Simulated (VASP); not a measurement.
# Re (R-3m) in VASP: notebook, part 2 of 2

VASP 6.6.1.

## 4. Single point, PBE (zz strain of +3 %)

INCAR

```
PREC     = Accurate       # precision mode
ENCUT    = 520            # plane-wave cutoff, eV
EDIFF    = 1E-7           # SCF threshold, eV
ISMEAR   = -1             # smearing method
SIGMA    = 0.05           # smearing width, eV
LREAL    = False          # projectors in reciprocal space
LASPH    = True           # aspherical terms in the spheres
NELM     = 80             # most SCF steps
ALGO     = Normal         # electronic algorithm
ISIF     = 2              # what is computed and relaxed
LWAVE    = False          # write WAVECAR
LCHARG   = False          # write CHGCAR
GGA      = PE             # functional
NBANDS   = 18             # bands
```

KPOINTS

```
regular mesh
0
Gamma
  15 15 15
```

POSCAR

```
Re
1.0
    1.3839231524      0.7990084046      6.8995663312
   -1.3839231524      0.7990084046      6.8995663312
    0.0000000000     -1.5980168092      6.8995663312
Re
3
Direct
    0.0000000000      0.0000000000      0.0000000000
    0.2221738800      0.2221738800      0.2221738800
    0.7778261200      0.7778261200      0.7778261200
```

Potentials or basis: VASP PAW PBE potentials, release 64 (Re).

Started as:

```
cat potpaw_PBE.64/Re/POTCAR > POTCAR
mpirun -np 1 vasp_std > vasp.out
```

OUTCAR:

```text
PREC = Accurate
   ENCUT = 520
   EDIFF = 1E-7
   ISMEAR = -1
   LREAL = False
   LASPH = True
   NELM = 80
   ISIF = 2
   GGA = PE

 ion  position               nearest neighbor table
   1  0.000  0.000  0.000-   3 2.80   3 2.80   2 2.80   2 2.80   3 2.80   2 2.80
   2  0.222  0.222  0.222-   3 2.80   3 2.80   3 2.80   1 2.80   1 2.80   1 2.80
   3  0.778  0.778  0.778-   2 2.80   2 2.80   2 2.80   1 2.80   1 2.80   1 2.80

  LATTYP: Found a trigonal (rhomboedric) cell.
 ALAT       =     7.0822082207
 COS(alpha) =     0.9236310950

  Lattice vectors:

[... 688 lines left out ...]
     17      11.0543      0.00000
     18      11.9755      0.00000

 [... further k-points ...]
[... 5 lines left out ...]
  --------------------------------------------------------------------------------------
  -------------------------------------------------------------------------------------
  Total       -0.9275264     -0.9275264     -4.4430320      0.0000000      0.0000000      0.0000000
  in kB      -32.4638867    -32.4638867   -155.5083312      0.0000000      0.0000000      0.0000000
  external PRESSURE =     -73.4787015 kB  Pullay stress =       0.0000000 kB

 VOLUME and BASIS-vectors are now :
 -----------------------------------------------------------------------------
  energy-cutoff  :      520.00
  volume of cell :       45.78
      direct lattice vectors                 reciprocal lattice vectors
     1.383923152  0.799008405  6.899566331     0.361291737  0.208591882  0.048312215
    -1.383923152  0.799008405  6.899566331    -0.361291737  0.208591882  0.048312215
     0.000000000 -1.598016809  6.899566331     0.000000000 -0.417183764  0.048312215

 POSITION                                       TOTAL-FORCE (eV/Angst)
 -----------------------------------------------------------------------------------
      0.00000      0.00000      0.00000         0.000000     -0.000000      0.000000
      0.00000      0.00000      4.59871         0.000000     -0.000000     -0.075325
      0.00000      0.00000     16.09999         0.000000      0.000000      0.075325
 -----------------------------------------------------------------------------------
    total drift:                                0.000000      0.000000     -0.000000

  FREE ENERGIE OF THE ION-ELECTRON SYSTEM (eV)
  ---------------------------------------------------
  free  energy   TOTEN  =       -37.1951029170 eV

  energy  without entropy=      -37.1721841555  energy(sigma->0) =      -37.18364354
```

OSZICAR:

```text
N       E                     dE             d eps       ncg     rms          rms(c)
DAV:   1     0.706580687424E+02    0.70658E+02   -0.96560E+03 23870   0.139E+03
DAV:   2    -0.313161431649E+02   -0.10197E+03   -0.93142E+02 22998   0.398E+02
DAV:   3    -0.388378680621E+02   -0.75217E+01   -0.65022E+01 20194   0.209E+02
DAV:   4    -0.393661508694E+02   -0.52828E+00   -0.49081E+00 21108   0.366E+01
DAV:   5    -0.393902175035E+02   -0.24067E-01   -0.23638E-01 20798   0.674E+00    0.488E+01
DAV:   6    -0.377438694989E+02    0.16463E+01   -0.16525E+00 20656   0.317E+01    0.188E+01
DAV:   7    -0.373019363092E+02    0.44193E+00   -0.16299E+00 24098   0.284E+01    0.228E+00
DAV:   8    -0.372110046404E+02    0.90932E-01   -0.45828E-01 23712   0.131E+01    0.759E-01
DAV:   9    -0.371960602608E+02    0.14944E-01   -0.21119E-02 20794   0.174E+00    0.338E-01
DAV:  10    -0.371950931387E+02    0.96712E-03   -0.22648E-03 23648   0.797E-01    0.892E-02
DAV:  11    -0.371951023262E+02   -0.91875E-05   -0.46641E-05 21058   0.747E-02    0.654E-02
DAV:  12    -0.371951035997E+02   -0.12735E-05   -0.49273E-05 20964   0.691E-02    0.602E-03
DAV:  13    -0.371951039770E+02   -0.37728E-06   -0.20452E-06 18684   0.233E-02    0.642E-03
DAV:  14    -0.371951033888E+02    0.58818E-06   -0.22159E-07  9696   0.124E-02    0.610E-03
DAV:  15    -0.371951028851E+02    0.50368E-06   -0.10176E-06 15978   0.851E-03    0.838E-04
DAV:  16    -0.371951029170E+02   -0.31854E-07   -0.29759E-08  7518   0.536E-03
   1 F= -.37195103E+02 E0= -.37183644E+02  d E =-.229188E-01
```

stdout:

```text
POSCAR found type information on POSCAR Re
 POSCAR found :  1 types and       3 ions
 scaLAPACK will be used
 LDA part: xc-table for (Slater+PW92), standard interpolation
 POSCAR, INCAR and KPOINTS ok, starting setup
 FFT: planning ... GRIDC
 FFT: planning ... GRID_SOFT
 FFT: planning ... GRID
 WAVECAR not read
 entering main loop
```

It took 22 min on 1 thread of Intel Xeon Platinum 8488C (Sapphire Rapids), shared host; peak memory 0.56 GiB.

Results:

```yaml
Free_energy: -37.1951 eV
Pressure: -7.3 GPa
Largest_force: 0.075 eV/Å
Band_gap_on_the_k_mesh: zero (an odd number of electrons rules out a gap without spin polarisation)
```

Forces in eV/Å, atoms in the order of the input:
```
Re   0.000  0.000  0.000
Re   0.000  0.000 -0.075
Re   0.000  0.000  0.075
```

Levels at points of the mesh, in eV from the Fermi level:
```csv
k point,band 8,band 9,band 10,band 11,band 12,band 13
"(0.00, 0.00, 0.00)",-1.76,-1.44,-1.44,-1.07,-1.07,0.65
```

Caveat: the cell differs from its parent crystal (zz strain of +3 %); the stress differs along the axes, from -16 to -3 GPa; spin-orbit coupling is left out, which moves the levels of the heavy elements.

## 5. Summary

```tsv
cell	gap on the mesh (eV)	pressure (GPa)	largest force (eV/Å)
a = 6.756 Å, angles 23.6°, 3 atoms	none	11.4	0.02
a = 6.952 Å, angles 23.0°, 3 atoms	none	-0.6	0.05
a = 7.082 Å, angles 22.5°, 3 atoms	none	-7.3	0.08
```

Alike in all rows: task single point; level PBE; potentials or basis VASP PAW PBE potentials, release 64 (Re); no spin polarisation; k mesh 15 × 15 × 15; cutoff (eV) 520; smearing fermi-dirac 0.05 eV.

Caveats: spin-orbit coupling is left out, which moves the levels of the heavy elements; the stress differs along the axes, from 8 to 17 GPa (at least some runs); the stress differs along the axes, from -4 to 1 GPa (at least some runs); the stress differs along the axes, from -16 to -3 GPa (at least some runs).

Total energies depend on the potentials used, so only differences within one code and one set of settings carry meaning.
